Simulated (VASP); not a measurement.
Here is a VASP 6.6.1 calculation.

Contents of INCAR:

```
ALGO = Normal ; EDIFF = 1E-7
ENCUT = 520 ; GGA = VW
ISIF = 2 ; ISMEAR = -1
LASPH = True ; LCHARG = False
LREAL = False ; LWAVE = False
NBANDS = 16 ; NELM = 100
PREC = Accurate ; SIGMA = 0.05
```

Contents of KPOINTS:

```
k-points
0
Gamma
  9 9 9
```

Contents of POSCAR:

```
ZnS
1.0
    0.0000000000      2.6478660046      2.6478660046
    2.6478660046      0.0000000000      2.6478660046
    2.6478660046      2.6478660046      0.0000000000
Zn S
1 1
Direct
    0.7500000000      0.7500000000      0.7500000000
    0.0000000000      0.0000000000      0.0000000000
```

Potentials or basis: VASP PAW PBE potentials, release 64 (Zn, S).

The run is started by

```sh
$ cat potpaw_PBE.64/Zn/POTCAR potpaw_PBE.64/S/POTCAR > POTCAR
$ mpirun -np 1 vasp_std > vasp.out
```

(1) Estimate the band gap on the k mesh.

(2) What does it give for the pressure?

Results:

(1) 2.14 eV, direct.

(2) 0.3 GPa.

Caveat: the PAW data sets were made with another functional, which shifts forces and pressure a little.

**Measured values to compare with.**

“Electronic, vibrational, and thermodynamic properties of ZnS (zincblende and rocksalt structure)”, 2009, arxiv:0911.5022 quotes, for a bulk crystal of ZnS at 19 K: band gap 3.85 eV (direct).

A measured gap of ZnS is 3.85 eV (direct; 19 K; quoted in “Electronic, vibrational, and thermodynamic properties of ZnS (zincblende and rocksalt structure)”, 2009, arxiv:0911.5022); the calculated 2.14 eV misses it by -1.71 eV. The value is that of SVWN5, without temperature or zero-point motion.
